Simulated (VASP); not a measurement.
# SrTiO3 (Pmm2) in VASP: a series of runs, part 3 of 3

VASP 6.6.1.

**6. Single point, PBE (mode 1 frozen in at -0.038 Å, strain +e along z and -e/2 along x and y -0.0700)**

Input file INCAR:

```
PREC     = Accurate       # precision mode
ENCUT    = 520            # plane-wave cutoff, eV
EDIFF    = 1E-6           # SCF threshold, eV
ISMEAR   = 0              # smearing method
SIGMA    = 0.05           # smearing width, eV
LREAL    = False          # projectors in reciprocal space
LASPH    = True           # aspherical terms in the spheres
NELM     = 80             # most SCF steps
ALGO     = Normal         # electronic algorithm
ISIF     = 2              # what is computed and relaxed
LWAVE    = False          # write WAVECAR
LCHARG   = False          # write CHGCAR
GGA      = PE             # functional
NBANDS   = 28             # bands
```

Input file KPOINTS:

```
regular mesh
0
Gamma
  8 8 8
```

Input file POSCAR:

```
SrTiO3
1.0
    4.0741837684      0.0000000000      0.0000000000
    0.0000000000      4.0741837684      0.0000000000
    0.0000000000      0.0000000000      3.6608607774
Sr Ti O
1 1 3
Direct
    0.0013670509      0.0000000000      0.0000000000
    0.5064538458      0.5000000000      0.5000000000
   -0.0097550828      0.5000000000      0.5000000000
    0.4914796030      0.0000000000      0.5000000000
    0.4914796030      0.5000000000      0.0000000000
```

Potentials or basis: VASP PAW PBE potentials, release 64 (Sr_sv, Ti_sv, O).

Launch:

```bash
cat potpaw_PBE.64/Sr_sv/POTCAR potpaw_PBE.64/Ti_sv/POTCAR potpaw_PBE.64/O/POTCAR > POTCAR
mpirun -np 1 vasp_std > vasp.out
```

OUTCAR:

```text
PREC = Accurate
   ENCUT = 520
   EDIFF = 1E-6
   ISMEAR = 0
   LREAL = False
   LASPH = True
   NELM = 80
   ISIF = 2
   GGA = PE

 ion  position               nearest neighbor table
   1  0.001  0.000  0.000-   4 2.71   4 2.71   3 2.74   3 2.74   3 2.74   3 2.74   4 2.77   4 2.77
                             5 2.85   5 2.85   5 2.91   5 2.91   2 3.40   2 3.40   2 3.40   2 3.40
   2  0.506  0.500  0.500-   5 1.83   5 1.83   3 1.97   4 2.04   4 2.04   3 2.10   1 3.40   1 3.40
                             1 3.40   1 3.40   1 3.43   1 3.43   1 3.43   1 3.43
   3  0.990  0.500  0.500-   2 1.97   2 2.10   1 2.74   1 2.74   1 2.74   1 2.74
   4  0.491  0.000  0.500-   2 2.04   2 2.04   1 2.71   1 2.71   1 2.77   1 2.77
   5  0.491  0.500  0.000-   2 1.83   2 1.83   1 2.85   1 2.85   1 2.91   1 2.91

  LATTYP: Found a simple tetragonal cell.
 ALAT       =     4.0741837684
 C/A-ratio  =     0.8985507246

  Lattice vectors:

 A1 = (   4.0741837684,   0.0000000000,   0.0000000000)
 A2 = (   0.0000000000,   4.0741837684,   0.0000000000)
 A3 = (   0.0000000000,   0.0000000000,   3.6608607774)

Analysis of symmetry for initial positions (statically):
=====================================================================
 Subroutine PRICEL returns:
 Original cell was already a primitive cell.

 Routine SETGRP: Setting up the symmetry group for a
 simple tetragonal supercell.

 Subroutine GETGRP returns: Found  4 space group operations
 (whereof  4 operations were pure point group operations)
 out of a pool of 16 trial point group operations.

The static configuration has the point symmetry C_2v.

Analysis of symmetry for dynamics (positions and initial velocities):
=====================================================================
 Subroutine PRICEL returns:
 Original cell was already a primitive cell.

 Routine SETGRP: Setting up the symmetry group for a
 simple tetragonal supercell.

 Subroutine GETGRP returns: Found  4 space group operations
 (whereof  4 operations were pure point group operations)
 out of a pool of 16 trial point group operations.

The dynamic configuration has the point symmetry C_2v.

 Subroutine INISYM returns: Found  4 space group operations
 (whereof  4 operations are pure point group operations),
 and found     1 'primitive' translations

----------------------------------------------------------------------------------------

                                     Primitive cell

  volume of cell :      60.7665

  direct lattice vectors                    reciprocal lattice vectors
     4.074183768  0.000000000  0.000000000     0.245447937  0.000000000  0.000000000
     0.000000000  4.074183768  0.000000000     0.000000000  0.245447937  0.000000000
     0.000000000  0.000000000  3.660860777     0.000000000  0.000000000  0.273159801

  length of vectors
     4.074183768  4.074183768  3.660860777     0.245447937  0.245447937  0.273159801

  position of ions in fractional coordinates (direct lattice)
     0.001367051  0.000000000  0.000000000
     0.506453846  0.500000000  0.500000000
     0.990244917  0.500000000  0.500000000
     0.491479603  0.000000000  0.500000000
     0.491479603  0.500000000  0.000000000

  ion indices of the primitive-cell ions
   primitive index   ion index
                 1           1
                 2           2
                 3           3
                 4           4
                 5           5
[... 23 lines left out ...]
 ===========================================

 Found    125 irreducible k-points:

 Following reciprocal coordinates:
            Coordinates               Weight
  0.000000  0.000000  0.000000      1.000000
  0.125000  0.000000  0.000000      2.000000
  0.000000  0.125000  0.000000      2.000000
  0.250000  0.000000  0.000000      2.000000
  0.000000  0.250000  0.000000      2.000000
  0.375000  0.000000  0.000000      2.000000
[... 16 lines left out ...]
  0.500000  0.375000  0.000000      2.000000
 -0.375000  0.500000  0.000000      2.000000
 [... further k-points ...]
   k-points           NKPTS =    125   k-points in BZ     NKDIM =    125   number of bands    NBANDS=     28
   number of dos      NEDOS =    301   number of ions     NIONS =      5
   total plane-waves  NPLWV =  25200
   dimension x,y,z NGX =    30 NGY =   30 NGZ =   28
   dimension x,y,z NGXF=    60 NGYF=   60 NGZF=   56
   ions per type =               1   1   3
   NGX,Y,Z   is equivalent  to a cutoff of  12.24, 12.24, 12.72 a.u.
   NGXF,Y,Z  is equivalent  to a cutoff of  24.48, 24.48, 25.43 a.u.
 SYSTEM =  unknown system
   PREC   = accura    normal or accurate (medium, high low for compatibility)
   ISTART =      0    job   : 0-new  1-cont  2-samecut
   ICHARG =      2    charge: 1-file 2-atom 10-const
   ISPIN  =      1    spin polarized calculation?
   LNONCOLLINEAR =      F non collinear calculations
   LSORBIT =      F    spin-orbit coupling
   LASPH  =      T    aspherical Exc in radial PAW
   ENCUT  =  520.0 eV  38.22 Ry    6.18 a.u.   7.58  7.58  6.81*2*pi/ulx,y,z
   NELM   =     80;   NELMIN=  2; NELMDL= -5     # of ELM steps
   EDIFF  = 0.1E-05   stopping-criterion for ELM
   LREAL  =      F    real-space projection
   EDIFFG = 0.1E-04   stopping-criterion for IOM
   NSW    =      0    number of steps for IOM
   IBRION =     -1    ionic relax: 0-MD 1-quasi-New 2-CG
   NFREE  =      0    steps in history (QN), initial steepest desc. (CG)
   ISIF   =      2    stress and relaxation
   ISYM   =      2    0-nonsym 1-usesym 2-fastsym
   POTIM  = 0.5000    time-step for ionic-motion
   TEBEG  =    0.0;   TEEND  =   0.0 temperature during run
   PSTRESS=    0.0 pullay stress
   NELECT =      40.0000    total number of electrons
   NUPDOWN=      -1.0000    fix difference up-down
   EMIN   =  10.00;   EMAX   =-10.00  energy-range for DOS
   EFERMI =   0.00;   METHOD = LEGACY
   ISMEAR =     0;   SIGMA  =   0.05  broadening in eV -4-tet -1-fermi 0-gaus
   EFERMI_NEDOS =   21; number of points for ismear=-14 and -15
   IALGO  =     38    algorithm
   IMIX   =      4    mixing-type and parameters
     AMIX     =   0.40;   BMIX     =  1.00
     AMIX_MAG =   1.60;   BMIX_MAG =  1.00
  volume/ion in A,a.u.               =      12.15        82.01
  Fermi-wavevector in a.u.,A,eV,Ry     =   1.424098  2.691156 27.593382  2.028056
  Thomas-Fermi vector in A             =   2.544626
   LORBIT       =      0    0 simple, 1 ext, 2 COOP (PROOUT), +10 PAW based schemes
   GGA     = PE    functional components
   LHFCALC =     F    Hartree Fock is set to
   AEXX    =    0.0000 exact exchange contribution
   IVDW    =     0    specifies the selected vdW correction
   LEPSILON=     F    determine dielectric tensor
   LRPA    =     F    only Hartree local field effects (RPA)
 non-spin polarized calculation
 Gauss-broadening in eV      SIGMA  =   0.05
  energy-cutoff  :      520.00
  volume of cell :       60.77
 maximum number of plane-waves:      1658
   NGX = 15   NGY = 15   NGZ = 13

 number of electron      40.0000004 magnetization

 Free energy of the ion-electron system (eV)
  ---------------------------------------------------
  ext. energy  EPLUGINS =         0.00000000
  ---------------------------------------------------
  free energy    TOTEN  =       -39.74621161 eV

  energy without entropy =      -39.74621161  energy(sigma->0) =      -39.74621161

 E-fermi :   4.2560     XC(G=0): -11.1571

 val. band max:        4.0019160072   @ k =   0.5000   0.5000   0.5000
 cond. band min:       5.7982084292   @ k =   0.0000   0.0000   0.0000
 fundamental gap:      1.7962924220
 Fermi energy:         4.2560288148

 k-point     1 :       0.0000    0.0000    0.0000
  band No.  band energies     occupation
      1     -52.4828      2.00000
      2     -28.8549      2.00000
      3     -28.8155      2.00000
      4     -28.7037      2.00000
      5     -28.6961      2.00000
      6     -13.6066      2.00000
[... 733 lines left out ...]
     27      11.7117      0.00000
     28      13.3023      0.00000

 [... further k-points ...]
[... 5 lines left out ...]
  --------------------------------------------------------------------------------------
  -------------------------------------------------------------------------------------
  Total       -1.7741549     -1.9776363      9.0223665      0.0000000      0.0000000      0.0000000
  in kB      -46.7775728    -52.1425853    237.8847518      0.0000000      0.0000000      0.0000000
  external PRESSURE =      46.3215312 kB  Pullay stress =       0.0000000 kB

 VOLUME and BASIS-vectors are now :
 -----------------------------------------------------------------------------
  energy-cutoff  :      520.00
  volume of cell :       60.77
      direct lattice vectors                 reciprocal lattice vectors
     4.074183768  0.000000000  0.000000000     0.245447937  0.000000000  0.000000000
     0.000000000  4.074183768  0.000000000     0.000000000  0.245447937  0.000000000
     0.000000000  0.000000000  3.660860777     0.000000000  0.000000000  0.273159801

 POSITION                                       TOTAL-FORCE (eV/Angst)
 -----------------------------------------------------------------------------------
      0.00557      0.00000      0.00000         0.043964      0.000000      0.000000
      2.06339      2.03709      1.83043         0.343505      0.000000      0.000000
      4.03444      2.03709      1.83043        -0.191087      0.000000      0.000000
      2.00238      0.00000      1.83043         0.043365      0.000000      0.000000
      2.00238      2.03709      0.00000        -0.239747      0.000000      0.000000
 -----------------------------------------------------------------------------------
    total drift:                               -0.000184     -0.000000      0.000003

  FREE ENERGIE OF THE ION-ELECTRON SYSTEM (eV)
  ---------------------------------------------------
  free  energy   TOTEN  =       -39.7462116080 eV

  energy  without entropy=      -39.7462116080  energy(sigma->0) =      -39.74621161
```

It took 6.7 min on 1 thread of AMD EPYC 7R13, shared host; peak memory 0.29 GiB.

What came out:

```yaml
Free_energy: -39.7462 eV
Pressure: 4.6 GPa
Largest_force: 0.344 eV/Å
Band_gap_on_the_k_mesh: 1.80 eV, indirect (least direct gap 2.13 eV)
```

Forces on the atoms (eV/Å):
```
Sr   0.044  0.000  0.000
Ti   0.344  0.000  0.000
O   -0.191  0.000  0.000
O    0.043  0.000  0.000
O   -0.240  0.000  0.000
```

Levels at points of the mesh, in eV from the valence-band top:
| k point | band 18 | band 19 | band 20 | band 21 | band 22 | band 23 |
| --- | --- | --- | --- | --- | --- | --- |
| (0.00, 0.00, 0.00) | -0.44 | -0.43 | -0.34 | 1.80 | 1.92 | 2.03 |
| (0.50, 0.00, 0.00) | -1.84 | -0.67 | -0.65 | 2.04 | 3.42 | 3.47 |
| (0.00, 0.50, 0.00) | -1.80 | -0.75 | -0.71 | 2.14 | 3.40 | 3.42 |
| (0.50, 0.50, 0.00) | -1.98 | -1.56 | -0.33 | 3.42 | 3.47 | 3.79 |
| (0.00, 0.00, 0.50) | -1.96 | -0.86 | -0.84 | 2.05 | 3.87 | 4.43 |
| (0.50, 0.00, 0.50) | -1.38 | -1.36 | -0.18 | 3.44 | 4.44 | 4.56 |
| (0.00, 0.50, 0.50) | -1.42 | -1.39 | -0.16 | 3.42 | 4.44 | 4.57 |
| (0.50, 0.50, 0.50) | -0.17 | -0.03 | 0.00 | 4.03 | 4.72 | 4.73 |

Caveat: the cell differs from its parent crystal (mode 1 frozen in at -0.038 Å, strain +e along z and -e/2 along x and y -0.0700). A k mesh can miss the band edges.

**7. The runs side by side**

| cell | gap on the mesh (eV) | pressure (GPa) | largest force (eV/Å) |
| --- | --- | --- | --- |
| a = 3.844, b = 3.844, c = 4.120 Å, 5 atoms | 1.69 | 2.2 | 0.09 |
| a = 4.074, b = 4.074, c = 3.661 Å, 5 atoms | 1.80 | 4.6 | 0.34 |
| a = 4.028, b = 4.028, c = 3.753 Å, 5 atoms | 1.91 | 3.6 | 0.27 |

Some of these runs hold the atoms at other places in the same cell, which the table doesn't show; runs alike in all that it shows share one row.

Alike in all rows: task single point; level PBE; potentials or basis VASP PAW PBE potentials, release 64 (Sr_sv, Ti_sv, O); no spin polarisation; k mesh 8 × 8 × 8; cutoff (eV) 520; smearing gaussian 0.05 eV.

Total energies depend on the potentials used, so only differences within one code and one set of settings carry meaning.
